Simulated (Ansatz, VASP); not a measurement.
## TaSi2: VASP beside Ansatz

```
Ta Si
1.0
    -0.00082    3.31704    3.77931
     3.31622   -0.00068    3.78077
     3.31701    3.31769    0.00275
Ta Si
2 4
Direct
  0.50134 0.50141 0.49870
  0.75126 0.75150 0.74870
  0.12448 0.12531 0.12435
  0.62406 0.12369 0.12647
  0.12348 0.12400 0.62602
  0.12538 0.62409 0.12576
```

Change from the starting cell: cubic Laves (C15) type (Fd-3m, No. 227); cell x1, atoms moved at random (sigma 0.1 Å) and cell strained at random (1.5 %), then relaxed without symmetry.

Alike in both runs: functional r2SCAN; k mesh 6 × 6 × 6; occupations gaussian, width 0.1 eV; no spin polarisation.

Ansatz relaxed the structure, and its values are those at the end. VASP's run is a single point on that final structure, the one shown.

|  | VASP | Ansatz |
| --- | --- | --- |
| version | VASP 6.6.1 | Ansatz 0.2.0 |
| potentials or method | VASP PAW PBE potentials, release 64 (Ta_pv, Si), cutoff 520 eV | scalar-relativistic, plane waves, PAW |
| valence electrons in the cell | 38 | 42 |

|  | VASP | Ansatz | Ansatz less VASP |
| --- | --- | --- | --- |
| gap on the k mesh at the Fermi level (eV) | none | none | - |
| pressure (GPa) | 0.3 | 0.0 | -0.32 |

VASP's potentials were made for PBE, not for r2SCAN. A gap of «none» marks a metal or a gap that the smearing closes. VASP's potentials hold 38 valence electrons a cell and Ansatz's 42, so a difference there can come from the potentials and not from the codes.

Spin-orbit coupling is off throughout.
